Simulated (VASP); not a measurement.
# Cu (R-3m) in VASP: a series of runs, part 2 of 2

VASP 6.6.1. Earlier steps stand in the parts before.

### Step 3. Electric field gradients, PBEsol (equal xy, yz and zx shear strains of -1 %)

INCAR reads:

```
SYSTEM = Cu
PREC     = Accurate       ! precision mode
ENCUT    = 520            ! plane-wave cutoff, eV
EDIFF    = 1E-8           ! SCF threshold, eV
ISMEAR   = -1             ! smearing method
SIGMA    = 0.08           ! smearing width, eV
LREAL    = .FALSE.        ! projectors in reciprocal space
LASPH    = .TRUE.         ! aspherical terms in the spheres
NELM     = 100            ! most SCF steps
ALGO     = Normal         ! electronic algorithm
ISIF     = 2              ! what is computed and relaxed
LWAVE    = .FALSE.        ! write WAVECAR
LCHARG   = .FALSE.        ! write CHGCAR
GGA      = PS             ! functional
LEFG     = .TRUE.       
NBANDS   = 12             ! bands
```

KPOINTS reads:

```
Automatic mesh
0
G
  19 19 19
  0 0 0
```

POSCAR reads:

```
Cu
1.0
   -0.0180750000      1.7984625000      1.7984625000
    1.7984625000     -0.0180750000      1.7984625000
    1.7984625000      1.7984625000     -0.0180750000
Cu
1
Direct
    0.0000000000      0.0000000000      0.0000000000
```

Potentials or basis: VASP PAW PBE potentials, release 64 (Cu).

Command:

```console
$ cat potpaw_PBE.64/Cu/POTCAR > POTCAR
$ mpirun -np 1 vasp_std > vasp.out
```

OUTCAR:

```text
SYSTEM = Cu
   PREC = Accurate
   ENCUT = 520
   EDIFF = 1E-8
   ISMEAR = -1
   LREAL = .FALSE.
   LASPH = .TRUE.
   NELM = 100
   ISIF = 2
   GGA = PS

 ion  position               nearest neighbor table
   1  0.000  0.000  0.000-

  LATTYP: Found a trigonal (rhomboedric) cell.
 ALAT       =     2.5434742840
 COS(alpha) =     0.4899250057

  Lattice vectors:

 A1 = (  -0.0180750000,   1.7984625000,   1.7984625000)
 A2 = (   1.7984625000,  -0.0180750000,   1.7984625000)
 A3 = (   1.7984625000,   1.7984625000,  -0.0180750000)

Analysis of symmetry for initial positions (statically):
=====================================================================
 Subroutine PRICEL returns:
 Original cell was already a primitive cell.

 Routine SETGRP: Setting up the symmetry group for a
 trigonal (rhombohedral) supercell.

 Subroutine GETGRP returns: Found 12 space group operations
 (whereof 12 operations were pure point group operations)
 out of a pool of 12 trial point group operations.

The static configuration has the point symmetry D_3d.

Analysis of symmetry for dynamics (positions and initial velocities):
=====================================================================
 Subroutine PRICEL returns:
 Original cell was already a primitive cell.

 Routine SETGRP: Setting up the symmetry group for a
 trigonal (rhombohedral) supercell.

 Subroutine GETGRP returns: Found 12 space group operations
 (whereof 12 operations were pure point group operations)
 out of a pool of 12 trial point group operations.

The dynamic configuration has the point symmetry D_3d.

 Subroutine INISYM returns: Found 12 space group operations
 (whereof 12 operations are pure point group operations),
 and found     1 'primitive' translations

----------------------------------------------------------------------------------------

                                     Primitive cell

  volume of cell :      11.8095

  direct lattice vectors                    reciprocal lattice vectors
    -0.018075000  1.798462500  1.798462500    -0.273858782  0.276639074  0.276639074
     1.798462500 -0.018075000  1.798462500     0.276639074 -0.273858782  0.276639074
     1.798462500  1.798462500 -0.018075000     0.276639074  0.276639074 -0.273858782

  length of vectors
     2.543474284  2.543474284  2.543474284     0.477553125  0.477553125  0.477553125

  position of ions in fractional coordinates (direct lattice)
     0.000000000  0.000000000  0.000000000

  ion indices of the primitive-cell ions
   primitive index   ion index
                 1           1

----------------------------------------------------------------------------------------

 KPOINTS: Automatic mesh

Automatic generation of k-mesh.
 Grid dimensions read from file:
 generate k-points for:   19   19   19

 Generating k-lattice:

  Cartesian coordinates                     Fractional coordinates (reciprocal lattice)
[... 66 lines left out ...]
   ISIF   =      2    stress and relaxation
   ISYM   =      2    0-nonsym 1-usesym 2-fastsym
   POTIM  = 0.5000    time-step for ionic-motion
   TEBEG  =    0.0;   TEEND  =   0.0 temperature during run
   PSTRESS=    0.0 pullay stress
   NELECT =      11.0000    total number of electrons
   NUPDOWN=      -1.0000    fix difference up-down
   EMIN   =  10.00;   EMAX   =-10.00  energy-range for DOS
   EFERMI =   0.00;   METHOD = LEGACY
   ISMEAR =    -1;   SIGMA  =   0.08  broadening in eV -4-tet -1-fermi 0-gaus
   EFERMI_NEDOS =   21; number of points for ismear=-14 and -15
   IALGO  =     38    algorithm
   IMIX   =      4    mixing-type and parameters
     AMIX     =   0.40;   BMIX     =  1.00
     AMIX_MAG =   1.60;   BMIX_MAG =  1.00
  volume/ion in A,a.u.               =      11.81        79.69
  Fermi-wavevector in a.u.,A,eV,Ry     =   1.598803  3.021300 34.778823  2.556171
  Thomas-Fermi vector in A             =   2.696196
   LORBIT       =      0    0 simple, 1 ext, 2 COOP (PROOUT), +10 PAW based schemes
   GGA     = PS    functional components
   LHFCALC =     F    Hartree Fock is set to
   AEXX    =    0.0000 exact exchange contribution
   IVDW    =     0    specifies the selected vdW correction
   LEPSILON=     F    determine dielectric tensor
   LRPA    =     F    only Hartree local field effects (RPA)
 non-spin polarized calculation
  energy-cutoff  :      520.00
  volume of cell :       11.81
 maximum number of plane-waves:       331
   NGX =  9   NGY =  9   NGZ =  9

 number of electron      11.0000000 magnetization

 Free energy of the ion-electron system (eV)
  ---------------------------------------------------
  ext. energy  EPLUGINS =         0.00000000
  ---------------------------------------------------
  free energy    TOTEN  =        -4.30167191 eV

  energy without entropy =       -4.29444720  energy(sigma->0) =       -4.29805955

 E-fermi :   7.4298     XC(G=0): -12.9087

 val. band max:        7.4236586551   @ k =  -0.2632   0.2632   0.0000
 cond. band min:       7.4446611497   @ k =  -0.3158  -0.3684   0.1053
 fundamental gap:      0.0210024946
 Fermi energy:         7.4298121234

 k-point     1 :       0.0000    0.0000    0.0000
  band No.  band energies     occupation
      1      -1.9883      2.00000
      2       4.3411      2.00000
      3       4.3411      2.00000
      4       4.4213      2.00000
      5       5.2024      2.00000
      6       5.2024      2.00000
      7      29.9488      0.00000
      8      32.3538      0.00000
      9      32.3538      0.00000
     10      33.1343      0.00000
     11      34.8714      0.00000
     12      34.8714      0.00000
[... 331 lines left out ...]
 k-point    24 :      -0.2632    0.0526   -0.0000
  band No.  band energies     occupation
      1       0.6651      2.00000
      2       4.0875      2.00000
      3       4.4557      2.00000
      4       4.5701      2.00000
      5       5.2657      2.00000
      6       5.4992      2.00000
      7      18.3133      0.00000
      8      27.1446      0.00000
      9      30.6121      0.00000
     10      31.8896      0.00000
     11      33.9599      0.00000
     12      35.3309      0.00000

 [... further k-points ...]
[... 5 lines left out ...]
  --------------------------------------------------------------------------------------
  -------------------------------------------------------------------------------------
  Total       -0.4277359     -0.4277359     -0.4277359      0.0509154      0.0509154      0.0509154
  in kB      -58.0302038    -58.0302038    -58.0302038      6.9076058      6.9076058      6.9076058
  external PRESSURE =     -58.0302038 kB  Pullay stress =       0.0000000 kB

 VOLUME and BASIS-vectors are now :
 -----------------------------------------------------------------------------
  energy-cutoff  :      520.00
  volume of cell :       11.81
      direct lattice vectors                 reciprocal lattice vectors
    -0.018075000  1.798462500  1.798462500    -0.273858782  0.276639074  0.276639074
     1.798462500 -0.018075000  1.798462500     0.276639074 -0.273858782  0.276639074
     1.798462500  1.798462500 -0.018075000     0.276639074  0.276639074 -0.273858782

 POSITION                                       TOTAL-FORCE (eV/Angst)
 -----------------------------------------------------------------------------------
      0.00000      0.00000      0.00000         0.000000      0.000000     -0.000000
 -----------------------------------------------------------------------------------
    total drift:                               -0.000000     -0.000000     -0.000000

  FREE ENERGIE OF THE ION-ELECTRON SYSTEM (eV)
  ---------------------------------------------------
  free  energy   TOTEN  =        -4.3016719072 eV

  energy  without entropy=       -4.2944471987  energy(sigma->0) =       -4.29805955

 Electric field gradients (V/A^2)
---------------------------------------------------------------------
 ion       V_xx      V_yy      V_zz      V_xy      V_xz      V_yz
---------------------------------------------------------------------
   1      -0.000     0.000    -0.000    -0.266    -0.266    -0.266
---------------------------------------------------------------------

 Electric field gradients after diagonalization (V/A^2)
 (convention: |V_zz| > |V_xx| > |V_yy|)
----------------------------------------------------------------------
 ion       V_xx      V_yy      V_zz     asymmetry (V_yy - V_xx)/ V_zz
----------------------------------------------------------------------
   1       0.266     0.266    -0.532       0.000
----------------------------------------------------------------------

           NMR quadrupolar parameters

 Cq : quadrupolar parameter    Cq=e*Q*V_zz/h
 eta: asymmetry parameters     (V_yy - V_xx)/ V_zz
 Q  : nuclear electric quadrupole moment in mb (millibarn)
----------------------------------------------------------------------
 ion       Cq(MHz)       eta       Q (mb)
----------------------------------------------------------------------
   1      -0.001       0.000       1.000
----------------------------------------------------------------------
```

It took 2.1 min on 1 thread of AMD EPYC 7R43 (Zen 3), shared host; peak memory 0.16 GiB.

What came out:

```
Free energy : -4.3017 eV
Pressure    : -5.8 GPa
```

Stress tensor (GPa, compression positive):
```
-5.80  0.69  0.69
 0.69 -5.80  0.69
 0.69  0.69 -5.80
```

Levels at points of the mesh, in eV from the Fermi level:
| k point | band 2 | band 3 | band 4 | band 5 | band 6 | band 7 | band 8 | band 9 | band 10 | band 11 |
| --- | --- | --- | --- | --- | --- | --- | --- | --- | --- | --- |
| (0.00, 0.00, 0.00) | -3.09 | -3.09 | -3.01 | -2.23 | -2.23 | 22.52 | 24.92 | 24.92 | 25.70 | 27.44 |

Electric field gradients, principal values (V/Å²):
```
atom  least  middle  greatest (by size)
1 Cu  0.266   0.266              -0.532
```

Caveat: the cell differs from its parent crystal (equal xy, yz and zx shear strains of -1 %); without QUAD_EFG the Cq values of the log hold for a quadrupole moment of 1 mb, not for the nuclei; the PAW data sets were made with another functional, which shifts forces and pressure a little.
